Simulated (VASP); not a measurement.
# YbOs3 (Pm-3m) in VASP: notebook

Runs on YbOs3. Level: PBEsol+U. Tasks: single point.

Program: VASP 6.6.1. These are calculated values, not measurements. Logs are shortened: lines on timing, memory, paths and dates and some standing lists are left out, and cuts for length are marked.

**1. The cell of the first run**

Symmetry: Pm-3m, No. 221, cubic system. The conventional cell has a = 3.963 Å, b = 3.963 Å, c = 3.963 Å, α = 90.00°, β = 90.00°, γ = 90.00°. Within 3.7 Å of Yb (site symmetry m-3m) lie 12 Os at 2.80 Å. Within 3.7 Å of Os (site symmetry 4/mmm) lie 4 Yb at 2.80 Å and 8 Os at 2.80 Å.

**2. Single point, PBEsol+U**

Contents of INCAR:

```
PREC     = Accurate       # precision mode
ENCUT    = 520            # plane-wave cutoff, eV
EDIFF    = 1E-7           # SCF threshold, eV
ISMEAR   = 0              # smearing method
SIGMA    = 0.025          # smearing width, eV
LREAL    = F              # projectors in reciprocal space
LASPH    = T              # aspherical terms in the spheres
NELM     = 150            # most SCF steps
ALGO     = Normal         # electronic algorithm
ISIF     = 2              # what is computed and relaxed
LWAVE    = F              # write WAVECAR
LCHARG   = T              # write CHGCAR
LMAXMIX  = 6              # l up to which the mixer works
LDAU     = T              # DFT+U
LDAUTYPE = 2            
LDAUL    = 3 -1           # shell
LDAUU    = 6 0            # U, eV
LDAUJ    = 0 0          
LDAUPRINT= 1            
GGA      = PS             # functional
LELF     = T              # ELF
LVHAR    = T            
NBANDS   = 32             # bands
```

Contents of KPOINTS:

```
Automatic mesh
0
Gamma
  8 8 8
```

Contents of POSCAR:

```
YbOs3
1.0
    3.9629009699      0.0000000000      0.0000000000
    0.0000000000      3.9629009699      0.0000000000
    0.0000000000      0.0000000000      3.9629009699
Yb Os
1 3
Direct
    0.0000000000      0.0000000000      0.0000000000
    0.0000000000      0.5000000000      0.5000000000
    0.5000000000      0.5000000000      0.0000000000
    0.5000000000      0.0000000000      0.5000000000
```

Potentials or basis: VASP PAW PBE potentials, release 64 (Yb, Os).

Command:

```bash
cat potpaw_PBE.64/Yb/POTCAR potpaw_PBE.64/Os/POTCAR > POTCAR
mpirun -np 1 vasp_std > vasp.out
```

OUTCAR:

```text
PREC = Accurate
   ENCUT = 520
   EDIFF = 1E-7
   ISMEAR = 0
   LREAL = F
   LASPH = T
   NELM = 150
   ISIF = 2
   GGA = PS

 ion  position               nearest neighbor table
   1  0.000  0.000  0.000-   2 2.80   3 2.80   4 2.80   2 2.80   4 2.80   2 2.80   3 2.80   2 2.80
                             3 2.80   4 2.80   4 2.80   3 2.80
   2  0.000  0.500  0.500-   1 2.80   3 2.80   4 2.80   1 2.80   3 2.80   1 2.80   4 2.80   1 2.80
                             3 2.80   4 2.80   3 2.80   4 2.80
   3  0.500  0.500  0.000-   1 2.80   2 2.80   4 2.80   2 2.80   4 2.80   1 2.80   4 2.80   4 2.80
                             1 2.80   2 2.80   2 2.80   1 2.80
   4  0.500  0.000  0.500-   1 2.80   2 2.80   3 2.80   1 2.80   3 2.80   2 2.80   3 2.80   3 2.80
                             1 2.80   2 2.80   1 2.80   2 2.80

  LATTYP: Found a simple cubic cell.
 ALAT       =     3.9629009699

  Lattice vectors:

 A1 = (   3.9629009699,   0.0000000000,   0.0000000000)
 A2 = (   0.0000000000,   3.9629009699,   0.0000000000)
 A3 = (   0.0000000000,   0.0000000000,   3.9629009699)

Analysis of symmetry for initial positions (statically):
=====================================================================
 Subroutine PRICEL returns:
 Original cell was already a primitive cell.

 Routine SETGRP: Setting up the symmetry group for a
 simple cubic supercell.

 Subroutine GETGRP returns: Found 48 space group operations
 (whereof 48 operations were pure point group operations)
 out of a pool of 48 trial point group operations.

The static configuration has the point symmetry O_h .

Analysis of symmetry for dynamics (positions and initial velocities):
=====================================================================
 Subroutine PRICEL returns:
 Original cell was already a primitive cell.

 Routine SETGRP: Setting up the symmetry group for a
 simple cubic supercell.

[... 182 lines left out ...]
  o =  0.9337  v =  0.0000  0.0000  0.0000  0.0000  0.0000  0.0000  0.0000  0.0000  0.0000 -0.0000  0.0000 -0.0063 -1.0000 -0.0049      0.0000  0.0000  0.0000  0.0000  0.0000  0.0000  0.0000  0.0000  0.0000  0.0000  0.0000  0.0000  0.0000  0.0000
  o =  0.9948  v =  0.0000  0.0000 -0.0000  1.0000  0.0006  0.0000 -0.0007  0.0000  0.0000  0.0000  0.0000  0.0000  0.0000  0.0000      0.0000  0.0000  0.0000  0.0000  0.0000  0.0000  0.0000  0.0000  0.0000  0.0000  0.0000  0.0000  0.0000  0.0000
  o =  0.9948  v =  0.0000  0.0000  0.0000  0.0000  0.0000  0.0000  0.0000  0.0000  0.0000 -0.0000  1.0000  0.0006  0.0000 -0.0007      0.0000  0.0000  0.0000  0.0000  0.0000  0.0000  0.0000  0.0000  0.0000  0.0000  0.0000  0.0000  0.0000  0.0000
  o =  0.9948  v =  0.0000  0.0000  0.0000  0.0000  0.0000  0.0000  0.0000  0.0000 -0.0000  0.0000  0.0009 -0.6124 -0.0000  0.7906      0.0000  0.0000  0.0000  0.0000  0.0000  0.0000  0.0000  0.0000  0.0000  0.0000  0.0000  0.0000  0.0000  0.0000
  o =  0.9948  v =  0.0000 -0.0000  0.0000  0.0009 -0.6124 -0.0000  0.7906  0.0000  0.0000  0.0000  0.0000  0.0000  0.0000  0.0000      0.0000  0.0000  0.0000  0.0000  0.0000  0.0000  0.0000  0.0000  0.0000  0.0000  0.0000  0.0000  0.0000  0.0000
  o =  0.9948  v =  0.0000  0.0000  0.0000  0.0000  0.0000  0.0000  0.0000 -0.7906  0.0000 -0.6124 -0.0000 -0.0000  0.0000  0.0000      0.0000  0.0000  0.0000  0.0000  0.0000  0.0000  0.0000  0.0000  0.0000  0.0000  0.0000  0.0000  0.0000  0.0000
  o =  0.9948  v = -0.7906  0.0000 -0.6124 -0.0000 -0.0000  0.0000  0.0000  0.0000  0.0000  0.0000  0.0000  0.0000  0.0000  0.0000      0.0000  0.0000  0.0000  0.0000  0.0000  0.0000  0.0000  0.0000  0.0000  0.0000  0.0000  0.0000  0.0000  0.0000
  o =  1.0049  v =  0.0000  0.0000  0.0000  0.0000  0.0000  0.0000  0.0000  0.0000 -1.0000 -0.0000  0.0000  0.0000 -0.0000 -0.0000      0.0000  0.0000  0.0000  0.0000  0.0000  0.0000  0.0000  0.0000  0.0000  0.0000  0.0000  0.0000  0.0000  0.0000
  o =  1.0049  v =  0.0000 -1.0000 -0.0000  0.0000  0.0000 -0.0000 -0.0000  0.0000  0.0000  0.0000  0.0000  0.0000  0.0000  0.0000      0.0000  0.0000  0.0000  0.0000  0.0000  0.0000  0.0000  0.0000  0.0000  0.0000  0.0000  0.0000  0.0000  0.0000

 number of electron      48.0000018 magnetization

 Free energy of the ion-electron system (eV)
  ---------------------------------------------------
  ext. energy  EPLUGINS =         0.00000000
  ---------------------------------------------------
  free energy    TOTEN  =       -37.27949378 eV

  energy without entropy =      -37.27708673  energy(sigma->0) =      -37.27829026

 E-fermi :   6.4655     XC(G=0): -13.6727

 val. band max:        6.4560211921   @ k =   0.3750   0.2500   0.0000
 cond. band min:       6.4660605218   @ k =   0.5000   0.1250   0.1250
 fundamental gap:      0.0100393297
 Fermi energy:         6.4655079849

 k-point     1 :       0.0000    0.0000    0.0000
  band No.  band energies     occupation
      1     -43.0532      2.00000
      2     -15.5449      2.00000
      3     -15.5449      2.00000
      4     -15.5449      2.00000
      5      -2.4018      2.00000
      6       0.6357      2.00000
[... 829 lines left out ...]
     31      11.8177      0.00000
     32      12.1051      0.00000

 [... further k-points ...]

------------------------ aborting loop because EDIFF is reached ----------------------------------------

  FORCE on cell =-STRESS in cart. coord.  units (eV):
  Direction    XX          YY          ZZ          XY          YZ          ZX
  --------------------------------------------------------------------------------------
  -------------------------------------------------------------------------------------
  Total       -0.1552662     -0.1552662     -0.1552662      0.0000000      0.0000000     -0.0000000
  in kB       -3.9971271     -3.9971271     -3.9971271      0.0000000      0.0000000     -0.0000000
  external PRESSURE =      -3.9971271 kB  Pullay stress =       0.0000000 kB

 VOLUME and BASIS-vectors are now :
 -----------------------------------------------------------------------------
  energy-cutoff  :      520.00
  volume of cell :       62.24
      direct lattice vectors                 reciprocal lattice vectors
     3.962900970  0.000000000  0.000000000     0.252340396  0.000000000  0.000000000
     0.000000000  3.962900970  0.000000000     0.000000000  0.252340396  0.000000000
     0.000000000  0.000000000  3.962900970     0.000000000  0.000000000  0.252340396

 POSITION                                       TOTAL-FORCE (eV/Angst)
 -----------------------------------------------------------------------------------
      0.00000      0.00000      0.00000         0.000000      0.000000      0.000000
      0.00000      1.98145      1.98145         0.000000      0.000000      0.000000
      1.98145      1.98145      0.00000         0.000000      0.000000      0.000000
      1.98145      0.00000      1.98145         0.000000      0.000000      0.000000
 -----------------------------------------------------------------------------------
    total drift:                                0.000000      0.000000     -0.000000

  FREE ENERGIE OF THE ION-ELECTRON SYSTEM (eV)
  ---------------------------------------------------
  free  energy   TOTEN  =       -37.2794937812 eV

  energy  without entropy=      -37.2770867312  energy(sigma->0) =      -37.27829026
```

Run time: 3 min. Hardware: 1 thread of Intel Xeon 6975P-C (Granite Rapids), shared host; peak memory 0.24 GiB.

Results:

| Quantity | Value |
| --- | --- |
| Free energy | -37.2795 eV |
| Pressure | -0.4 GPa |
| Band gap on the k mesh | zero (bands 24 and 25 overlap by 3.01 eV) |

Eigenvalues of the final occupation matrices:
```
    site  spin  trace                         eigenvalues
site 1 f     1   6.79  0.93 0.93 0.93 0.99 0.99 0.99 1.00
site 1 f     2   6.79  0.93 0.93 0.93 0.99 0.99 0.99 1.00
```

Caveat: the PAW data sets were made with another functional, which shifts forces and pressure a little; spin-orbit coupling is left out, which moves the levels of the heavy elements; U without spin polarisation on a metal has little footing. Spin polarisation is off, so any magnetic state and its effect on volume and gap are missing.

**3. Single point, PBEsol+U**

Contents of INCAR:

```
SYSTEM = YbOs3
  PREC = Accurate
  ENCUT = 520
  EDIFF = 1E-6
  ISMEAR = 0
  SIGMA = 0.05
  LREAL = .False.
  LASPH = .True.
  NELM = 150
  ALGO = Normal
  ISIF = 2
  LWAVE = .False.
  LCHARG = .False.
  LMAXMIX = 6
  LDAU = .True.
  LDAUTYPE = 2
  LDAUL = 3 -1
  LDAUU = 2 0
  LDAUJ = 0 0
  LDAUPRINT = 1
  GGA = PS
  NBANDS = 32
```

Contents of KPOINTS:

```
regular mesh
0
Gamma
  8 8 8
  0 0 0
```

POSCAR is that of step 2.

Potentials or basis: VASP PAW PBE potentials, release 64 (Yb, Os).

Command:

```bash
cat potpaw_PBE.64/Yb/POTCAR potpaw_PBE.64/Os/POTCAR > POTCAR
mpirun -np 1 vasp_std > vasp.out
```

OUTCAR:

```text
SYSTEM = YbOs3
   PREC = Accurate
   ENCUT = 520
   EDIFF = 1E-6
   ISMEAR = 0
   LREAL = .False.
   LASPH = .True.
   NELM = 150
   ISIF = 2
   GGA = PS

 ion  position               nearest neighbor table
   1  0.000  0.000  0.000-   2 2.80   3 2.80   4 2.80   2 2.80   4 2.80   2 2.80   3 2.80   2 2.80
                             3 2.80   4 2.80   4 2.80   3 2.80
   2  0.000  0.500  0.500-   1 2.80   3 2.80   4 2.80   1 2.80   3 2.80   1 2.80   4 2.80   1 2.80
                             3 2.80   4 2.80   3 2.80   4 2.80
   3  0.500  0.500  0.000-   1 2.80   2 2.80   4 2.80   2 2.80   4 2.80   1 2.80   4 2.80   4 2.80
                             1 2.80   2 2.80   2 2.80   1 2.80
   4  0.500  0.000  0.500-   1 2.80   2 2.80   3 2.80   1 2.80   3 2.80   2 2.80   3 2.80   3 2.80
                             1 2.80   2 2.80   1 2.80   2 2.80

  LATTYP: Found a simple cubic cell.
 ALAT       =     3.9629009699

  Lattice vectors:

 A1 = (   3.9629009699,   0.0000000000,   0.0000000000)
 A2 = (   0.0000000000,   3.9629009699,   0.0000000000)
 A3 = (   0.0000000000,   0.0000000000,   3.9629009699)

Analysis of symmetry for initial positions (statically):
=====================================================================
 Subroutine PRICEL returns:
 Original cell was already a primitive cell.
[... 224 lines left out ...]
 fundamental gap:      0.0086356072
 Fermi energy:         6.5636755792

 k-point     1 :       0.0000    0.0000    0.0000
  band No.  band energies     occupation
      1     -43.8353      2.00000
      2     -16.1568      2.00000
      3     -16.1568      2.00000
      4     -16.1568      2.00000
      5      -2.3714      2.00000
      6       0.6780      2.00000
[... 829 lines left out ...]
     31      11.6882      0.00000
     32      11.9582      0.00000

 [... further k-points ...]

------------------------ aborting loop because EDIFF is reached ----------------------------------------

  FORCE on cell =-STRESS in cart. coord.  units (eV):
  Direction    XX          YY          ZZ          XY          YZ          ZX
  --------------------------------------------------------------------------------------
  -------------------------------------------------------------------------------------
  Total        0.5848266      0.5848266      0.5848266     -0.0000000      0.0000000     -0.0000000
  in kB       15.0556003     15.0556003     15.0556003     -0.0000000      0.0000000     -0.0000000
  external PRESSURE =      15.0556003 kB  Pullay stress =       0.0000000 kB

 VOLUME and BASIS-vectors are now :
 -----------------------------------------------------------------------------
  energy-cutoff  :      520.00
  volume of cell :       62.24
      direct lattice vectors                 reciprocal lattice vectors
     3.962900970  0.000000000  0.000000000     0.252340396  0.000000000  0.000000000
     0.000000000  3.962900970  0.000000000     0.000000000  0.252340396  0.000000000
     0.000000000  0.000000000  3.962900970     0.000000000  0.000000000  0.252340396

 POSITION                                       TOTAL-FORCE (eV/Angst)
 -----------------------------------------------------------------------------------
      0.00000      0.00000      0.00000         0.000000      0.000000      0.000000
      0.00000      1.98145      1.98145         0.000000      0.000000      0.000000
      1.98145      1.98145      0.00000         0.000000      0.000000      0.000000
      1.98145      0.00000      1.98145         0.000000      0.000000      0.000000
 -----------------------------------------------------------------------------------
    total drift:                                0.000000     -0.000000     -0.000000

  FREE ENERGIE OF THE ION-ELECTRON SYSTEM (eV)
  ---------------------------------------------------
  free  energy   TOTEN  =       -38.2198634010 eV

  energy  without entropy=      -38.2116012250  energy(sigma->0) =      -38.21573231
```

stdout:

```text
POSCAR found type information on POSCAR YbOs
 POSCAR found :  2 types and       4 ions
 scaLAPACK will be used
 -----------------------------------------------------------------------------
|                                                                             |
|                                                                             |
|     You enforced a specific xc type in the INCAR file but a different       |
|     I HOPE YOU KNOW WHAT YOU ARE DOING!                                     |
|                                                                             |
 -----------------------------------------------------------------------------

 LDA part: xc-table for (Slater+PW92), standard interpolation
 POSCAR, INCAR and KPOINTS ok, starting setup
 FFT: planning ... GRIDC
 FFT: planning ... GRID_SOFT
 FFT: planning ... GRID
 WAVECAR not read
 entering main loop
```

Wall time 2.6 min (1 thread of Intel Xeon 6975P-C (Granite Rapids), shared host); peak memory 0.24 GiB.

Results:

- Free energy: -38.2199 eV
- Pressure: 1.5 GPa
- Band gap on the k mesh: zero (bands 24 and 25 overlap by 2.89 eV)

Eigenvalues of the final occupation matrices:
| site | spin | trace | eigenvalues |
| --- | --- | --- | --- |
| site 1 f | 1 | 6.71 | 0.91 0.91 0.91 0.99 0.99 0.99 1.00 |
| site 1 f | 2 | 6.71 | 0.91 0.91 0.91 0.99 0.99 0.99 1.00 |

Caveat: the PAW data sets were made with another functional, which shifts forces and pressure a little; spin-orbit coupling is left out, which moves the levels of the heavy elements; U without spin polarisation on a metal has little footing.
